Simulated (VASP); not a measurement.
# ScAl2 (R-3m) in VASP: notebook

ScAl2 is run at these levels: PBEsol; tasks: single point.

All numbers are computed with VASP 6.6.1; they aren't measurements. Logs are shortened: lines on timing, memory, paths and dates and some standing lists are left out, and cuts for length are marked.

### 1 The cell of the first run

Symmetry: R-3m, No. 166, trigonal system. The conventional cell has a = 5.642 Å, b = 5.642 Å, c = 12.705 Å, α = 90.00°, β = 90.00°, γ = 120.00°. Within 4.1 Å of Sc (site symmetry 3m) lie 12 Al at 3.10 to 3.30 Å and 4 Sc at 3.20 to 3.42 Å. Within 3.5 Å of Al (site symmetry 2/m) lie 6 Al at 2.67 to 2.82 Å and 6 Sc at 3.10 to 3.24 Å. Al (site symmetry -3m) has 6 Al at 2.67 Å and 6 Sc at 3.30 Å within 3.5 Å.

### 2 Single point, PBEsol (biaxial strain in the a-b plane: +6.0 %, then relaxed in part)

INCAR

```
PREC     = Accurate       # precision mode
ENCUT    = 520            # plane-wave cutoff, eV
EDIFF    = 1E-7           # SCF threshold, eV
ISMEAR   = 0              # smearing method
SIGMA    = 0.1            # smearing width, eV
LREAL    = F              # projectors in reciprocal space
LASPH    = T              # aspherical terms in the spheres
NELM     = 100            # most SCF steps
ALGO     = Fast           # electronic algorithm
ISIF     = 2              # what is computed and relaxed
LWAVE    = F              # write WAVECAR
LCHARG   = F              # write CHGCAR
GGA      = PS             # functional
NBANDS   = 26             # bands
```

KPOINTS

```
Automatic mesh
0
Gamma
  8 8 8
```

POSCAR

```
ScAl2
1.0
    0.0000000000      3.9892065657      3.9892065657
    3.9892065657      0.0000000000      3.9892065657
    3.7747475886      3.7747475886      0.2144589770
Sc Al
2 4
Direct
    0.4990588563      0.4990588563      0.5028234311
    0.7509411437      0.7509411437      0.7471765689
    0.1250000000      0.1250000000      0.1250000000
    0.6250000000      0.1250000000      0.1250000000
    0.1250000000      0.6250000000      0.1250000000
    0.1250000000      0.1250000000      0.6250000000
```

Potentials or basis: VASP PAW PBE potentials, release 64 (Sc_sv, Al).

Command:

```sh
$ cat potpaw_PBE.64/Sc_sv/POTCAR potpaw_PBE.64/Al/POTCAR > POTCAR
$ mpirun -np 1 vasp_std > vasp.out
```

OUTCAR:

```text
PREC = Accurate
   ENCUT = 520
   EDIFF = 1E-7
   ISMEAR = 0
   LREAL = F
   LASPH = T
   NELM = 100
   ISIF = 2
   GGA = PS

 ion  position               nearest neighbor table
   1  0.499  0.499  0.503-   4 3.10   5 3.10   3 3.10   2 3.20   5 3.24   4 3.24   3 3.24   3 3.24
                             5 3.24   4 3.24   6 3.30   6 3.30   6 3.30   2 3.42   2 3.42   2 3.42
   2  0.751  0.751  0.747-   4 3.10   5 3.10   3 3.10   1 3.20   5 3.24   4 3.24   3 3.24   3 3.24
                             4 3.24   5 3.24   6 3.30   6 3.30   6 3.30   1 3.42   1 3.42   1 3.42
   3  0.125  0.125  0.125-   6 2.67   6 2.67   4 2.82   5 2.82   5 2.82   4 2.82   1 3.10   2 3.10
                             1 3.24   2 3.24   1 3.24   2 3.24
   4  0.625  0.125  0.125-   6 2.67   6 2.67   5 2.82   3 2.82   5 2.82   3 2.82   1 3.10   2 3.10
                             2 3.24   1 3.24   2 3.24   1 3.24
   5  0.125  0.625  0.125-   6 2.67   6 2.67   3 2.82   4 2.82   3 2.82   4 2.82   1 3.10   2 3.10
                             2 3.24   1 3.24   1 3.24   2 3.24
   6  0.125  0.125  0.625-   3 2.67   3 2.67   4 2.67   5 2.67   5 2.67   4 2.67   1 3.30   2 3.30
                             1 3.30   2 3.30   1 3.30   2 3.30

  LATTYP: Found a trigonal (rhomboedric) cell.
 ALAT       =     5.3426052979
 COS(alpha) =     0.4424717611

  Lattice vectors:

 A1 = (   3.7747475886,  -0.2144589771,  -3.7747475887)
 A2 = (  -0.2144589771,   3.7747475886,  -3.7747475887)
 A3 = (   3.7747475886,   3.7747475886,   0.2144589770)

Analysis of symmetry for initial positions (statically):
=====================================================================
 Subroutine PRICEL returns:
 Original cell was already a primitive cell.

 Routine SETGRP: Setting up the symmetry group for a
 trigonal (rhombohedral) supercell.

 Subroutine GETGRP returns: Found 12 space group operations
 (whereof  6 operations were pure point group operations)
 out of a pool of 12 trial point group operations.

The static configuration has the point symmetry C_3v.
 The point group associated with its full space group is D_3d.

Analysis of symmetry for dynamics (positions and initial velocities):
=====================================================================
 Subroutine PRICEL returns:
 Original cell was already a primitive cell.

 Routine SETGRP: Setting up the symmetry group for a
 trigonal (rhombohedral) supercell.

 Subroutine GETGRP returns: Found 12 space group operations
 (whereof  6 operations were pure point group operations)
 out of a pool of 12 trial point group operations.

The dynamic configuration has the point symmetry C_3v.
 The point group associated with its full space group is D_3d.

 Subroutine INISYM returns: Found 12 space group operations
 (whereof  6 operations are pure point group operations),
 and found     1 'primitive' translations

----------------------------------------------------------------------------------------

                                     Primitive cell

  volume of cell :     116.7281

  direct lattice vectors                    reciprocal lattice vectors
     0.000000000  3.989206566  3.989206566    -0.129002798  0.121673617  0.129002798
     3.989206566  0.000000000  3.989206566     0.121673617 -0.129002798  0.129002798
     3.774747589  3.774747589  0.214458977     0.136331979  0.136331979 -0.136331979

  length of vectors
     5.641590028  5.641590028  5.342605298     0.219289564  0.219289564  0.236133914

  position of ions in fractional coordinates (direct lattice)
     0.499058856  0.499058856  0.502823431
     0.750941144  0.750941144  0.747176569
     0.125000000  0.125000000  0.125000000
     0.625000000  0.125000000  0.125000000
     0.125000000  0.625000000  0.125000000
     0.125000000  0.125000000  0.625000000

  ion indices of the primitive-cell ions
   primitive index   ion index
                 1           1
                 2           2
                 3           3
                 4           4
                 5           5
                 6           6

----------------------------------------------------------------------------------------

 KPOINTS: Automatic mesh

Automatic generation of k-mesh.
 Grid dimensions read from file:
 generate k-points for:    8    8    8

 Generating k-lattice:

  Cartesian coordinates                     Fractional coordinates (reciprocal lattice)
    -0.016125350  0.015209202  0.016125350     0.125000000  0.000000000 -0.000000000
     0.015209202 -0.016125350  0.016125350     0.000000000  0.125000000 -0.000000000
     0.017041497  0.017041497 -0.017041497     0.000000000  0.000000000  0.125000000

  Length of vectors
     0.027411195  0.027411195  0.029516739

  Shift w.r.t. Gamma in fractional coordinates (k-lattice)
     0.000000000  0.000000000  0.000000000

 Subroutine IBZKPT returns following result:
 ===========================================

 Found     65 irreducible k-points:

 Following reciprocal coordinates:
            Coordinates               Weight
  0.000000  0.000000  0.000000      1.000000
  0.125000  0.000000 -0.000000      6.000000
  0.250000  0.000000 -0.000000      6.000000
  0.375000  0.000000 -0.000000      6.000000
  0.500000  0.000000 -0.000000      3.000000
  0.125000  0.125000 -0.000000      6.000000
[... 16 lines left out ...]
  0.250000  0.000000  0.125000      6.000000
  0.375000  0.000000  0.125000      6.000000
 [... further k-points ...]
   k-points           NKPTS =     65   k-points in BZ     NKDIM =     65   number of bands    NBANDS=     26
   number of dos      NEDOS =    301   number of ions     NIONS =      6
   total plane-waves  NPLWV =  70560
   dimension x,y,z NGX =    42 NGY =   42 NGZ =   40
   dimension x,y,z NGXF=    84 NGYF=   84 NGZF=   80
   ions per type =               2   4
   NGX,Y,Z   is equivalent  to a cutoff of  12.38, 12.38, 12.45 a.u.
   NGXF,Y,Z  is equivalent  to a cutoff of  24.75, 24.75, 24.89 a.u.
 SYSTEM =  unknown system
   PREC   = accura    normal or accurate (medium, high low for compatibility)
   ISTART =      0    job   : 0-new  1-cont  2-samecut
   ICHARG =      2    charge: 1-file 2-atom 10-const
   ISPIN  =      1    spin polarized calculation?
   LNONCOLLINEAR =      F non collinear calculations
   LSORBIT =      F    spin-orbit coupling
   LASPH  =      T    aspherical Exc in radial PAW
   ENCUT  =  520.0 eV  38.22 Ry    6.18 a.u.  10.49 10.49  9.93*2*pi/ulx,y,z
   NELM   =    100;   NELMIN=  2; NELMDL= -5     # of ELM steps
   EDIFF  = 0.1E-06   stopping-criterion for ELM
   LREAL  =      F    real-space projection
   EDIFFG = 0.1E-05   stopping-criterion for IOM
   NSW    =      0    number of steps for IOM
   IBRION =     -1    ionic relax: 0-MD 1-quasi-New 2-CG
   NFREE  =      0    steps in history (QN), initial steepest desc. (CG)
   ISIF   =      2    stress and relaxation
   ISYM   =      2    0-nonsym 1-usesym 2-fastsym
   POTIM  = 0.5000    time-step for ionic-motion
   TEBEG  =    0.0;   TEEND  =   0.0 temperature during run
   PSTRESS=    0.0 pullay stress
   NELECT =      34.0000    total number of electrons
   NUPDOWN=      -1.0000    fix difference up-down
   EMIN   =  10.00;   EMAX   =-10.00  energy-range for DOS
   EFERMI =   0.00;   METHOD = LEGACY
   ISMEAR =     0;   SIGMA  =   0.10  broadening in eV -4-tet -1-fermi 0-gaus
   EFERMI_NEDOS =   21; number of points for ismear=-14 and -15
   IALGO  =     68    algorithm
   IMIX   =      4    mixing-type and parameters
     AMIX     =   0.40;   BMIX     =  1.00
     AMIX_MAG =   1.60;   BMIX_MAG =  1.00
  volume/ion in A,a.u.               =      19.45       131.29
  Fermi-wavevector in a.u.,A,eV,Ry     =   1.085199  2.050729 16.022993  1.177657
  Thomas-Fermi vector in A             =   2.221307
   LORBIT       =      0    0 simple, 1 ext, 2 COOP (PROOUT), +10 PAW based schemes
   GGA     = PS    functional components
   LHFCALC =     F    Hartree Fock is set to
   AEXX    =    0.0000 exact exchange contribution
   IVDW    =     0    specifies the selected vdW correction
   LEPSILON=     F    determine dielectric tensor
   LRPA    =     F    only Hartree local field effects (RPA)
 non-spin polarized calculation
 RMM-DIIS sequential band-by-band and
 Gauss-broadening in eV      SIGMA  =   0.10
  energy-cutoff  :      520.00
  volume of cell :      116.73
 maximum number of plane-waves:      3166
 NGX is ok and might be reduce to    42
   NGX = 21   NGY = 21   NGZ = 19

 number of electron      33.9999999 magnetization

 Free energy of the ion-electron system (eV)
  ---------------------------------------------------
  ext. energy  EPLUGINS =         0.00000000
  ---------------------------------------------------
  free energy    TOTEN  =       -32.09821043 eV

  energy without entropy =      -32.07509131  energy(sigma->0) =      -32.08665087

 E-fermi :   5.8059     XC(G=0): -10.0932

 val. band max:        5.8044954354   @ k =  -0.1250   0.0000   0.3750
 cond. band min:       5.8087090652   @ k =   0.3750   0.1250  -0.0000
 fundamental gap:      0.0042136298
 Fermi energy:         5.8058856361

 k-point     1 :       0.0000    0.0000    0.0000
  band No.  band energies     occupation
      1     -43.5908      2.00000
      2     -43.5609      2.00000
      3     -22.3481      2.00000
      4     -22.3328      2.00000
      5     -22.3328      2.00000
      6     -22.2669      2.00000
[... 18 lines left out ...]
     25       9.0393      0.00000
     26       9.1024      0.00000

 k-point     2 :       0.1250    0.0000   -0.0000
  band No.  band energies     occupation
      1     -43.5901      2.00000
      2     -43.5616      2.00000
      3     -22.3491      2.00000
      4     -22.3340      2.00000
      5     -22.3329      2.00000
      6     -22.2668      2.00000
[... 18 lines left out ...]
     25       8.8042      0.00000
     26       8.8230      0.00000

 k-point     3 :       0.2500    0.0000   -0.0000
  band No.  band energies     occupation
      1     -43.5883      2.00000
      2     -43.5634      2.00000
      3     -22.3516      2.00000
      4     -22.3368      2.00000
      5     -22.3333      2.00000
      6     -22.2666      2.00000
[... 572 lines left out ...]
 k-point    23 :       0.2500    0.0000    0.1250
  band No.  band energies     occupation
      1     -43.5885      2.00000
      2     -43.5633      2.00000
      3     -22.3524      2.00000
      4     -22.3399      2.00000
      5     -22.3273      2.00000
      6     -22.2719      2.00000
[... 18 lines left out ...]
     25       8.5569      0.00000
     26       8.6656      0.00000

 k-point    24 :       0.3750    0.0000    0.1250
  band No.  band energies     occupation
      1     -43.5864      2.00000
      2     -43.5654      2.00000
      3     -22.3557      2.00000
      4     -22.3423      2.00000
      5     -22.3260      2.00000
      6     -22.2728      2.00000
[... 18 lines left out ...]
     25       8.6376      0.00000
     26       9.0494      0.00000

 [... further k-points ...]
[... 5 lines left out ...]
  --------------------------------------------------------------------------------------
  -------------------------------------------------------------------------------------
  Total       -4.5496182     -4.5496182     -4.5496182      2.3097803     -2.3097803     -2.3097803
  in kB      -62.4468053    -62.4468053    -62.4468053     31.7034078    -31.7034078    -31.7034078
  external PRESSURE =     -62.4468053 kB  Pullay stress =       0.0000000 kB

 VOLUME and BASIS-vectors are now :
 -----------------------------------------------------------------------------
  energy-cutoff  :      520.00
  volume of cell :      116.73
      direct lattice vectors                 reciprocal lattice vectors
     0.000000000  3.989206566  3.989206566    -0.129002798  0.121673617  0.129002798
     3.989206566  0.000000000  3.989206566     0.121673617 -0.129002798  0.129002798
     3.774747589  3.774747589  0.214458977     0.136331979  0.136331979 -0.136331979

 POSITION                                       TOTAL-FORCE (eV/Angst)
 -----------------------------------------------------------------------------------
      3.88888      3.88888      4.08953        -0.001602     -0.001602      0.001602
      5.81606      5.81606      6.15156         0.001602      0.001602     -0.001602
      0.97049      0.97049      1.02411        -0.000000     -0.000000      0.000000
      0.97049      2.96510      3.01871        -0.000000     -0.000000      0.000000
      2.96510      0.97049      3.01871        -0.000000     -0.000000      0.000000
      2.85787      2.85787      1.13134        -0.000000     -0.000000      0.000000
 -----------------------------------------------------------------------------------
    total drift:                               -0.000000     -0.000000      0.000000

  FREE ENERGIE OF THE ION-ELECTRON SYSTEM (eV)
  ---------------------------------------------------
  free  energy   TOTEN  =       -32.0982104307 eV

  energy  without entropy=      -32.0750913110  energy(sigma->0) =      -32.08665087
```

It took 4.2 min on 1 thread of Intel Xeon Platinum 8559C (Emerald Rapids), shared host; peak memory 0.35 GiB.

What came out:

```
Free energy            : -32.0982 eV
Pressure               : -6.2 GPa
Band gap on the k mesh : zero (band 17 reaches 6.33 eV, above the bottom of band 18 at 4.25 eV)
```

Forces in eV/Å, atoms in the order of the input:
```
Sc  -0.002 -0.002  0.002
Sc   0.002  0.002 -0.002
Al   0.000  0.000  0.000
Al   0.000  0.000  0.000
Al   0.000  0.000  0.000
Al   0.000  0.000  0.000
```

Stress tensor (GPa, compression positive):
```
-6.24  3.17 -3.17
 3.17 -6.24 -3.17
-3.17 -3.17 -6.24
```

Levels at points of the mesh, in eV from the Fermi level:
| k point | band 15 | band 16 | band 17 | band 18 | band 19 | band 20 |
| --- | --- | --- | --- | --- | --- | --- |
| (0.00, 0.00, 0.00) | -2.08 | -1.94 | -1.56 | -1.56 | 0.26 | 1.88 |
| (0.50, 0.00, 0.00) | -1.48 | -0.31 | -0.30 | -0.02 | 1.33 | 1.44 |
| (0.50, 0.50, 0.00) | 0.18 | 0.28 | 0.52 | 0.53 | 0.65 | 0.92 |
| (0.00, 0.00, 0.50) | -1.90 | -0.45 | -0.06 | -0.06 | 1.60 | 1.60 |

Caveat: the cell differs from its parent crystal (biaxial strain in the a-b plane: +6.0 %, then relaxed in part); the PAW data sets were made with another functional, which shifts forces and pressure a little.

(Continued in part 2 of 4.)
